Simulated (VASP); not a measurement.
# AlPt (P2_13) in VASP: notebook, part 2 of 2

VASP 6.6.1. The steps go on from the part before.

## Step 4: Single point, r2SCAN (14.80 Å³/atom)

This run uses another cell than the first one, of 14.80 Å³/atom.

Input file POSCAR:

```
AlPt
1.0
    4.9105096930      0.0000000000      0.0000000000
    0.0000000000      4.9105096930      0.0000000000
    0.0000000000      0.0000000000      4.9105096930
Al Pt
4 4
Direct
    0.8439342699      0.8439342699      0.8439342699
    0.6560657301      0.1560657301      0.3439342699
    0.3439342699      0.6560657301      0.1560657301
    0.1560657301      0.3439342699      0.6560657301
    0.1549650762      0.1549650762      0.1549650762
    0.3450349238      0.8450349238      0.6549650762
    0.6549650762      0.3450349238      0.8450349238
    0.8450349238      0.6549650762      0.3450349238
```

Input file INCAR.step1:

```
SYSTEM = AlPt
PREC = Accurate ; ENCUT = 520
ISMEAR = 0 ; SIGMA = 0.05
LREAL = .FALSE. ; LASPH = .TRUE.
NELM = 80 ; NBANDS = 36
GGA = PE ; ALGO = Normal
EDIFF = 1E-4 ; LWAVE = .TRUE.
LCHARG = .FALSE.
```

Input file INCAR.step2:

```
SYSTEM = AlPt
PREC = Accurate ; ENCUT = 520
EDIFF = 1E-6 ; ISMEAR = 0
SIGMA = 0.05 ; LREAL = .FALSE.
LASPH = .TRUE. ; NELM = 80
ALGO = Normal ; ISIF = 2
LWAVE = .FALSE. ; LCHARG = .FALSE.
METAGGA = R2SCAN ; LMIXTAU = .TRUE.
NBANDS = 36 ; ISTART = 1
```

Input file KPOINTS:

```
Automatic mesh
0
G
  8 8 8
  0 0 0
```

Potentials or basis: VASP PAW PBE potentials, release 64 (Al, Pt).

Started as:

```console
> cat potpaw_PBE.64/Al/POTCAR potpaw_PBE.64/Pt/POTCAR > POTCAR
> cp INCAR.step1 INCAR
> mpirun -np 1 vasp_std > vasp.out
> cp INCAR.step2 INCAR
> mpirun -np 1 vasp_std > vasp.out
```

OUTCAR:

```text
SYSTEM = AlPt
   PREC = Accurate
   ENCUT = 520
   EDIFF = 1E-6
   ISMEAR = 0
   LREAL = .FALSE.
   LASPH = .TRUE.
   NELM = 80
   ISIF = 2
   METAGGA = R2SCAN
   ISTART = 1

 ion  position               nearest neighbor table
   1  0.844  0.844  0.844-   6 2.62   7 2.62   8 2.62   6 2.63   7 2.63   8 2.63   5 2.65   3 3.04
                             4 3.04   2 3.04   2 3.04   4 3.04   3 3.04
   2  0.656  0.156  0.344-   5 2.62   7 2.62   8 2.62   7 2.63   8 2.63   5 2.63   6 2.65   1 3.04
                             1 3.04   3 3.04   3 3.04   4 3.04   4 3.04
   3  0.344  0.656  0.156-   5 2.62   6 2.62   8 2.62   8 2.63   6 2.63   5 2.63   7 2.65   1 3.04
                             4 3.04   2 3.04   2 3.04   4 3.04   1 3.04
   4  0.156  0.344  0.656-   5 2.62   6 2.62   7 2.62   6 2.63   5 2.63   7 2.63   8 2.65   1 3.04
[... 1161 lines left out ...]
  external PRESSURE =     -40.0391313 kB  Pullay stress =       0.0000000 kB

 VOLUME and BASIS-vectors are now :
 -----------------------------------------------------------------------------
  energy-cutoff  :      520.00
  volume of cell :      118.41
      direct lattice vectors                 reciprocal lattice vectors
     4.910509693  0.000000000  0.000000000     0.203644848  0.000000000  0.000000000
     0.000000000  4.910509693  0.000000000     0.000000000  0.203644848  0.000000000
     0.000000000  0.000000000  4.910509693     0.000000000  0.000000000  0.203644848

 POSITION                                       TOTAL-FORCE (eV/Angst)
 -----------------------------------------------------------------------------------
      4.14415      4.14415      4.14415        -0.000094     -0.000094     -0.000094
      3.22162      0.76636      1.68889         0.000094      0.000094     -0.000094
      1.68889      3.22162      0.76636        -0.000094      0.000094      0.000094
      0.76636      1.68889      3.22162         0.000094     -0.000094      0.000094
      0.76096      0.76096      0.76096         0.002956      0.002956      0.002956
      1.69430      4.14955      3.21621        -0.002956     -0.002956      0.002956
      3.21621      1.69430      4.14955         0.002956     -0.002956     -0.002956
      4.14955      3.21621      1.69430        -0.002956      0.002956     -0.002956
 -----------------------------------------------------------------------------------
    total drift:                               -0.000000     -0.000000      0.000000

  FREE ENERGIE OF THE ION-ELECTRON SYSTEM (eV)
  ---------------------------------------------------
  free  energy   TOTEN  =      -241.8934646666 eV

  energy  without entropy=     -241.8908257687  energy(sigma->0) =     -241.89214522
```

OUTCAR.step1:

```text
SYSTEM = AlPt
   PREC = Accurate
   ENCUT = 520
   ISMEAR = 0
   LREAL = .FALSE.
   LASPH = .TRUE.
   NELM = 80
[... 1190 lines left out ...]
      1.69430      4.14955      3.21621         0.005127      0.005127     -0.005127
      3.21621      1.69430      4.14955        -0.005127      0.005127      0.005127
      4.14955      3.21621      1.69430         0.005127     -0.005127      0.005127
 -----------------------------------------------------------------------------------
    total drift:                               -0.000000     -0.000000      0.000000

  FREE ENERGIE OF THE ION-ELECTRON SYSTEM (eV)
  ---------------------------------------------------
  free  energy   TOTEN  =       -47.6836583513 eV

  energy  without entropy=      -47.6804151178  energy(sigma->0) =      -47.68203673
```

OSZICAR.step1:

```text
N       E                     dE             d eps       ncg     rms          rms(c)
DAV:   1     0.240811351113E+03    0.24081E+03   -0.23988E+04  3240   0.132E+03
DAV:   2    -0.387221853732E+02   -0.27953E+03   -0.26309E+03  3592   0.257E+02
DAV:   3    -0.500963881306E+02   -0.11374E+02   -0.11179E+02  3992   0.462E+01
DAV:   4    -0.502245581432E+02   -0.12817E+00   -0.12793E+00  3744   0.526E+00
DAV:   5    -0.502258992255E+02   -0.13411E-02   -0.13410E-02  3680   0.598E-01    0.197E+01
DAV:   6    -0.479633745741E+02    0.22625E+01   -0.10189E+01  3448   0.188E+01    0.680E+00
DAV:   7    -0.477600628753E+02    0.20331E+00   -0.50319E-01  3456   0.420E+00    0.403E+00
DAV:   8    -0.476848620891E+02    0.75201E-01   -0.66381E-02  3704   0.144E+00    0.709E-01
DAV:   9    -0.476836754509E+02    0.11866E-02   -0.37944E-03  3860   0.342E-01    0.270E-01
DAV:  10    -0.476836583513E+02    0.17100E-04   -0.62386E-04  3496   0.145E-01
   1 F= -.47683658E+02 E0= -.47682037E+02  d E =-.324323E-02
```

It took 20 min on 1 thread of Intel Xeon 8259CL, shared host; peak memory 0.35 GiB.

Results:

* Free energy: -241.8935 eV
* Pressure: -4.0 GPa
* Largest force: 0.005 eV/Å
* Band gap on the k mesh: zero (bands 26 and 27 overlap by 1.21 eV)

Forces in eV/Å, atoms in the order of the input:
```
Al   0.000  0.000  0.000
Al   0.000  0.000  0.000
Al   0.000  0.000  0.000
Al   0.000  0.000  0.000
Pt   0.003  0.003  0.003
Pt  -0.003 -0.003  0.003
Pt   0.003 -0.003 -0.003
Pt  -0.003  0.003 -0.003
```

Caveat: the cell stands under tension; the PAW data sets were made with another functional, which shifts forces and pressure a little; spin-orbit coupling is left out, which moves the levels of the heavy elements.

## Step 5: Overview

| cell | gap on the mesh (eV) | pressure (GPa) | largest force (eV/Å) |
| --- | --- | --- | --- |
| a = 4.812 Å, 8 atoms, atomic positions A | none | 9.1 | 0.01 |
| a = 4.845 Å, 8 atoms, atomic positions B | none | 4.2 | 0.02 |
| a = 4.911 Å, 8 atoms, atomic positions C | none | -4.0 | 0.01 |

Alike in all rows: task single point; level r2SCAN; potentials or basis VASP PAW PBE potentials, release 64 (Al, Pt); no spin polarisation; k mesh 8 × 8 × 8; cutoff (eV) 520; smearing gaussian 0.05 eV.

Caveats: the PAW data sets were made with another functional, which shifts forces and pressure a little; spin-orbit coupling is left out, which moves the levels of the heavy elements; the cell stands under pressure (at least some runs); the cell stands under tension (at least some runs).

Absolute energies hang on the potentials; compare differences alone.
